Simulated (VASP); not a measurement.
# Ge in VASP: a series of runs

Ge is run at these levels: PBEsol; tasks: single point, relaxation of cell and atoms.

Everything below comes from runs of VASP 6.6.1. Logs are shortened: lines on timing, memory, paths and dates and some standing lists are left out, and cuts for length are marked.

## 1. The cell of the first run

The typed cell holds 1 atom: a = 2.875 Å, b = 2.886 Å, c = 2.633 Å, α = 90.96°, β = 90.46°, γ = 122.55°.

## 2. Single point, PBEsol

The input, INCAR:

```
ALGO = Normal
EDIFF = 1E-6
ENCUT = 520
GGA = PS
ISIF = 2
ISMEAR = 0
LASPH = T
LCHARG = F
LREAL = F
LWAVE = F
NBANDS = 13
NELM = 80
PREC = Accurate
SIGMA = 0.15
```

The input, KPOINTS:

```
k-points
0
Gamma
  14 14 12
```

The input, POSCAR:

```
Ge
1.0
    1.3788254233     -2.5229675922     -0.0116705550
    1.3899622192      2.5290790385     -0.0240892534
   -0.0341758481     -0.0065130429      2.6324687216
Ge
1
Direct
    0.5000000000      0.5000000000      0.0000000000
```

Potentials or basis: VASP PAW PBE potentials, release 64 (Ge_d).

The run is started by

```bash
cat potpaw_PBE.64/Ge_d/POTCAR > POTCAR
mpirun -np 1 vasp_std > vasp.out
```

OUTCAR:

```text
EDIFF = 1E-6
   ENCUT = 520
   GGA = PS
   ISIF = 2
   ISMEAR = 0
   LASPH = T
   LREAL = F
   NELM = 80
   PREC = Accurate

 ion  position               nearest neighbor table
   1  0.500  0.500  0.000-

  LATTYP: Found a triclinic cell.
 ALAT       =     2.7690253020
 B/A-ratio  =     1.0383365600
 C/A-ratio  =     0.9507672644
 COS(alpha) =     0.0081131966
 COS(beta)  =     0.0258987397
 COS(gamma) =     0.4776359465

  Lattice vectors:

 A1 = (   2.7687876425,   0.0061114463,  -0.0357598084)
 A2 = (   1.3788254233,  -2.5229675922,  -0.0116705550)
 A3 = (   0.0341758481,   0.0065130429,  -2.6324687216)

Analysis of symmetry for initial positions (statically):
=====================================================================
 Subroutine PRICEL returns:
 Original cell was already a primitive cell.

 Routine SETGRP: Setting up the symmetry group for a
 triclinic supercell.

 Subroutine GETGRP returns: Found  2 space group operations
 (whereof  2 operations were pure point group operations)
 out of a pool of  2 trial point group operations.

The static configuration has the point symmetry S_2 .

Analysis of symmetry for dynamics (positions and initial velocities):
=====================================================================
 Subroutine PRICEL returns:
 Original cell was already a primitive cell.

 Routine SETGRP: Setting up the symmetry group for a
 triclinic supercell.

 Subroutine GETGRP returns: Found  2 space group operations
 (whereof  2 operations were pure point group operations)
 out of a pool of  2 trial point group operations.

The dynamic configuration has the point symmetry S_2 .

 Subroutine INISYM returns: Found  2 space group operations
 (whereof  2 operations are pure point group operations),
 and found     1 'primitive' translations

----------------------------------------------------------------------------------------

                                     Primitive cell

  volume of cell :      18.4083

  direct lattice vectors                    reciprocal lattice vectors
     1.378825423 -2.522967592 -0.011670555     0.361661837 -0.198726501  0.004203577
     1.389962219  2.529079038 -0.024089253     0.360800523  0.197156942  0.005171858
    -0.034175848 -0.006513043  2.632468722     0.004904981  0.000923132  0.379937523

  length of vectors
     2.875180207  2.885968823  2.632698611     0.412685324  0.411186850  0.379970304

  position of ions in fractional coordinates (direct lattice)
     0.500000000  0.500000000  0.000000000

  ion indices of the primitive-cell ions
   primitive index   ion index
                 1           1

----------------------------------------------------------------------------------------

 KPOINTS: k-points

Automatic generation of k-mesh.
 Grid dimensions read from file:
 generate k-points for:   14   14   12

 Generating k-lattice:

  Cartesian coordinates                     Fractional coordinates (reciprocal lattice)
     0.025832988 -0.014194750  0.000300256     0.071428571 -0.000000000  0.000000000
     0.025771466  0.014082639  0.000369418    -0.000000000  0.071428571  0.000000000
     0.000408748  0.000076928  0.031661460    -0.000000000 -0.000000000  0.083333333

  Length of vectors
     0.029477523  0.029370489  0.031664192

  Shift w.r.t. Gamma in fractional coordinates (k-lattice)
     0.000000000  0.000000000  0.000000000

 Subroutine IBZKPT returns following result:
 ===========================================

 Found   1180 irreducible k-points:

 Following reciprocal coordinates:
            Coordinates               Weight
  0.000000  0.000000  0.000000      1.000000
  0.071429 -0.000000 -0.000000      2.000000
  0.142857 -0.000000  0.000000      2.000000
  0.214286  0.000000  0.000000      2.000000
  0.285714 -0.000000 -0.000000      2.000000
  0.357143 -0.000000 -0.000000      2.000000
[... 16 lines left out ...]
 -0.000000  0.142857  0.000000      2.000000
  0.071429  0.142857 -0.000000      2.000000
 [... further k-points ...]
   k-points           NKPTS =   1180   k-points in BZ     NKDIM =   1180   number of bands    NBANDS=     13
   number of dos      NEDOS =    301   number of ions     NIONS =      1
   total plane-waves  NPLWV =  11520
   dimension x,y,z NGX =    24 NGY =   24 NGZ =   20
   dimension x,y,z NGXF=    48 NGYF=   48 NGZF=   40
   ions per type =               1
   NGX,Y,Z   is equivalent  to a cutoff of  13.88, 13.83, 12.63 a.u.
   NGXF,Y,Z  is equivalent  to a cutoff of  27.75, 27.65, 25.26 a.u.
 SYSTEM =  unknown system
   PREC   = accura    normal or accurate (medium, high low for compatibility)
   ISTART =      0    job   : 0-new  1-cont  2-samecut
   ICHARG =      2    charge: 1-file 2-atom 10-const
   ISPIN  =      1    spin polarized calculation?
   LNONCOLLINEAR =      F non collinear calculations
   LSORBIT =      F    spin-orbit coupling
   LASPH  =      T    aspherical Exc in radial PAW
   ENCUT  =  520.0 eV  38.22 Ry    6.18 a.u.   5.35  5.37  4.90*2*pi/ulx,y,z
   NELM   =     80;   NELMIN=  2; NELMDL= -5     # of ELM steps
   EDIFF  = 0.1E-05   stopping-criterion for ELM
   LREAL  =      F    real-space projection
   EDIFFG = 0.1E-04   stopping-criterion for IOM
   NSW    =      0    number of steps for IOM
   IBRION =     -1    ionic relax: 0-MD 1-quasi-New 2-CG
   NFREE  =      0    steps in history (QN), initial steepest desc. (CG)
   ISIF   =      2    stress and relaxation
   ISYM   =      2    0-nonsym 1-usesym 2-fastsym
   POTIM  = 0.5000    time-step for ionic-motion
   TEBEG  =    0.0;   TEEND  =   0.0 temperature during run
   PSTRESS=    0.0 pullay stress
   NELECT =      14.0000    total number of electrons
   NUPDOWN=      -1.0000    fix difference up-down
   EMIN   =  10.00;   EMAX   =-10.00  energy-range for DOS
   EFERMI =   0.00;   METHOD = LEGACY
   ISMEAR =     0;   SIGMA  =   0.15  broadening in eV -4-tet -1-fermi 0-gaus
   EFERMI_NEDOS =   21; number of points for ismear=-14 and -15
   IALGO  =     38    algorithm
   IMIX   =      4    mixing-type and parameters
     AMIX     =   0.40;   BMIX     =  1.00
     AMIX_MAG =   1.60;   BMIX_MAG =  1.00
  volume/ion in A,a.u.               =      18.41       124.23
  Fermi-wavevector in a.u.,A,eV,Ry     =   1.494330  2.823875 30.382124  2.233023
  Thomas-Fermi vector in A             =   2.606617
   LORBIT       =      0    0 simple, 1 ext, 2 COOP (PROOUT), +10 PAW based schemes
   GGA     = PS    functional components
   LHFCALC =     F    Hartree Fock is set to
   AEXX    =    0.0000 exact exchange contribution
   IVDW    =     0    specifies the selected vdW correction
   LEPSILON=     F    determine dielectric tensor
   LRPA    =     F    only Hartree local field effects (RPA)
 non-spin polarized calculation
 Gauss-broadening in eV      SIGMA  =   0.15
  energy-cutoff  :      520.00
  volume of cell :       18.41
 maximum number of plane-waves:       510
 NGX is ok and might be reduce to    24
   NGX = 11   NGY = 11   NGZ =  9

 number of electron      14.0000001 magnetization

 Free energy of the ion-electron system (eV)
  ---------------------------------------------------
  ext. energy  EPLUGINS =         0.00000000
  ---------------------------------------------------
  free energy    TOTEN  =        -4.74843646 eV

  energy without entropy =       -4.74361511  energy(sigma->0) =       -4.74602578

 E-fermi :   6.7633     XC(G=0): -11.5056

 val. band max:        6.7626924198   @ k =   0.5000   0.2857   0.4167
 cond. band min:       6.7682163850   @ k =   0.2143   0.1429   0.1667
 fundamental gap:      0.0055239652
 Fermi energy:         6.7632532466

 k-point     1 :       0.0000    0.0000    0.0000
  band No.  band energies     occupation
      1     -17.9630      2.00000
      2     -17.8727      2.00000
      3     -17.8292      2.00000
      4     -17.6974      2.00000
      5     -17.6837      2.00000
      6      -6.6381      2.00000
      7      13.9123      0.00000
      8      14.5225      0.00000
      9      15.6436      0.00000
     10      17.3198      0.00000
     11      19.9944      0.00000
     12      21.7823      0.00000
     13      22.1872      0.00000

 k-point     2 :       0.0714   -0.0000   -0.0000
  band No.  band energies     occupation
      1     -17.9590      2.00000
      2     -17.8665      2.00000
      3     -17.8298      2.00000
      4     -17.6984      2.00000
      5     -17.6865      2.00000
      6      -6.5092      2.00000
      7      13.8736      0.00000
      8      14.0343      0.00000
      9      14.5488      0.00000
     10      17.6980      0.00000
     11      19.5724      0.00000
     12      20.9587      0.00000
     13      22.9035      0.00000

 k-point     3 :       0.1429   -0.0000    0.0000
  band No.  band energies     occupation
      1     -17.9487      2.00000
      2     -17.8539      2.00000
      3     -17.8259      2.00000
      4     -17.7020      2.00000
      5     -17.6934      2.00000
      6      -6.1227      2.00000
      7      11.7146      0.00000
      8      13.3470      0.00000
      9      14.4174      0.00000
     10      17.5015      0.00000
     11      18.7965      0.00000
     12      22.4063      0.00000
     13      24.6939      0.00000

 k-point     4 :       0.2143    0.0000    0.0000
  band No.  band energies     occupation
      1     -17.9369      2.00000
      2     -17.8504      2.00000
      3     -17.8031      2.00000
      4     -17.7109      2.00000
      5     -17.6996      2.00000
      6      -5.4791      2.00000
      7       9.1202      0.00000
      8      12.3528      0.00000
      9      15.0219      0.00000
     10      16.4449      0.00000
     11      19.2921      0.00000
     12      24.4324      0.00000
     13      26.8724      0.00000

 k-point     5 :       0.2857   -0.0000   -0.0000
  band No.  band energies     occupation
      1     -17.9295      2.00000
      2     -17.8490      2.00000
      3     -17.7699      2.00000
      4     -17.7234      2.00000
      5     -17.7037      2.00000
      6      -4.5827      2.00000
      7       6.5811      1.91409
      8      11.5171      0.00000
      9      15.5513      0.00000
     10      15.8287      0.00000
     11      20.1135      0.00000
     12      26.6600      0.00000
     13      28.2251      0.00000

 k-point     6 :       0.3571   -0.0000   -0.0000
  band No.  band energies     occupation
      1     -17.9289      2.00000
      2     -17.8436      2.00000
      3     -17.7392      2.00000
      4     -17.7345      2.00000
      5     -17.7068      2.00000
      6      -3.4497      2.00000
      7       4.2327      2.00000
      8      10.8922      0.00000
      9      14.9194      0.00000
     10      16.7572      0.00000
     11      21.1673      0.00000
     12      26.1880      0.00000
     13      27.5045      0.00000

 k-point     7 :       0.4286    0.0000    0.0000
  band No.  band energies     occupation
      1     -17.9314      2.00000
      2     -17.8376      2.00000
      3     -17.7436      2.00000
      4     -17.7164      2.00000
      5     -17.7087      2.00000
      6      -2.1531      2.00000
      7       2.1940      2.00000
      8      10.5073      0.00000
      9      14.5430      0.00000
     10      17.6279      0.00000
     11      22.4353      0.00000
     12      24.6523      0.00000
     13      25.8595      0.00000
[... 193 lines left out ...]
 k-point    20 :      -0.2143    0.0714    0.0000
  band No.  band energies     occupation
      1     -17.9417      2.00000
      2     -17.8611      2.00000
      3     -17.8060      2.00000
      4     -17.7093      2.00000
      5     -17.6937      2.00000
      6      -5.7685      2.00000
      7      10.1968      0.00000
      8      11.8847      0.00000
      9      14.7517      0.00000
     10      18.2293      0.00000
     11      19.2354      0.00000
     12      23.4776      0.00000
     13      25.8374      0.00000

 k-point    21 :      -0.1429    0.0714    0.0000
  band No.  band energies     occupation
      1     -17.9538      2.00000
      2     -17.8686      2.00000
      3     -17.8179      2.00000
      4     -17.7034      2.00000
      5     -17.6873      2.00000
      6      -6.2730      2.00000
      7      11.8666      0.00000
      8      13.8533      0.00000
      9      14.2790      0.00000
     10      18.0934      0.00000
     11      19.5176      0.00000
     12      22.1409      0.00000
     13      23.9213      0.00000

 k-point    22 :      -0.0714    0.0714    0.0000
  band No.  band energies     occupation
      1     -17.9603      2.00000
      2     -17.8730      2.00000
      3     -17.8237      2.00000
      4     -17.6999      2.00000
      5     -17.6842      2.00000
      6      -6.5204      2.00000
      7      13.1365      0.00000
      8      14.0262      0.00000
      9      15.2828      0.00000
     10      17.6627      0.00000
     11      19.7377      0.00000
     12      22.3553      0.00000
     13      22.4655      0.00000

 k-point    23 :      -0.0000    0.1429    0.0000
  band No.  band energies     occupation
      1     -17.9490      2.00000
      2     -17.8563      2.00000
      3     -17.8239      2.00000
      4     -17.7025      2.00000
      5     -17.6927      2.00000
      6      -6.1267      2.00000
      7      11.6338      0.00000
      8      13.4208      0.00000
      9      14.4094      0.00000
     10      17.5390      0.00000
     11      18.8394      0.00000
     12      22.3889      0.00000
     13      24.8110      0.00000

 k-point    24 :       0.0714    0.1429   -0.0000
  band No.  band energies     occupation
      1     -17.9401      2.00000
      2     -17.8460      2.00000
      3     -17.8168      2.00000
      4     -17.7059      2.00000
      5     -17.6997      2.00000
      6      -5.7198      2.00000
      7      10.1241      0.00000
      8      12.4920      0.00000
      9      14.7937      0.00000
     10      17.5953      0.00000
     11      18.9198      0.00000
     12      21.5672      0.00000
     13      27.9311      0.00000

 [... further k-points ...]
[... 5 lines left out ...]
  --------------------------------------------------------------------------------------
  -------------------------------------------------------------------------------------
  Total        0.2663959     -0.2423625     -0.0464670     -0.0046957      0.0245363      0.1517862
  in kB       23.1859735    -21.0942120     -4.0442963     -0.4086980      2.1355374     13.2108314
  external PRESSURE =      -0.6508450 kB  Pullay stress =       0.0000000 kB

 VOLUME and BASIS-vectors are now :
 -----------------------------------------------------------------------------
  energy-cutoff  :      520.00
  volume of cell :       18.41
      direct lattice vectors                 reciprocal lattice vectors
     1.378825423 -2.522967592 -0.011670555     0.361661837 -0.198726501  0.004203577
     1.389962219  2.529079038 -0.024089253     0.360800523  0.197156942  0.005171858
    -0.034175848 -0.006513043  2.632468722     0.004904981  0.000923132  0.379937523

 POSITION                                       TOTAL-FORCE (eV/Angst)
 -----------------------------------------------------------------------------------
      1.38439      0.00306     -0.01788        -0.000000     -0.000000      0.000000
 -----------------------------------------------------------------------------------
    total drift:                               -0.000000     -0.000000     -0.000000

  FREE ENERGIE OF THE ION-ELECTRON SYSTEM (eV)
  ---------------------------------------------------
  free  energy   TOTEN  =        -4.7484364553 eV

  energy  without entropy=       -4.7436151055  energy(sigma->0) =       -4.74602578
```

Run time: 5.7 min. Hardware: 1 thread of AMD EPYC 7R13, shared host; peak memory 0.32 GiB.

What came out:

| Property | Result |
| --- | --- |
| Free energy | -4.7484 eV |
| Pressure | -0.1 GPa |
| Band gap on the k mesh | zero (band 7 reaches 13.91 eV, above the bottom of band 8 at 3.86 eV) |

Stress tensor (GPa, compression positive):
```
 2.32 -0.04  1.32
-0.04 -2.11  0.21
 1.32  0.21 -0.40
```

Levels at points of the mesh, in eV from the Fermi level:
```csv
k point,band 3,band 4,band 5,band 6,band 7,band 8,band 9,band 10,band 11,band 12
"(0.00, 0.00, 0.00)",-24.59,-24.46,-24.45,-13.40,7.15,7.76,8.88,10.56,13.23,15.02
"(0.50, 0.00, 0.00)",-24.51,-24.47,-24.47,-8.03,-5.70,3.61,7.65,11.27,16.95,17.00
"(0.00, 0.50, 0.00)",-24.51,-24.47,-24.47,-8.09,-5.72,3.75,7.78,11.20,16.80,17.00
"(0.50, 0.50, 0.00)",-24.51,-24.48,-24.46,-8.72,-5.89,5.04,9.00,10.76,16.73,16.73
"(0.00, 0.00, 0.50)",-24.55,-24.53,-24.48,-9.25,-6.11,10.91,12.00,16.67,16.94,18.02
"(0.50, 0.00, 0.50)",-24.56,-24.47,-24.36,-3.44,-2.43,-1.76,3.48,6.77,12.13,13.53
"(0.00, 0.50, 0.50)",-24.56,-24.47,-24.36,-3.52,-2.48,-1.78,3.46,6.91,12.32,13.63
"(0.50, 0.50, 0.50)",-24.54,-24.47,-24.38,-4.21,-2.52,-2.33,3.16,8.18,13.48,14.80
```

Caveat: the PAW data sets were made with another functional, which shifts forces and pressure a little.

[end of part 1 of 2]
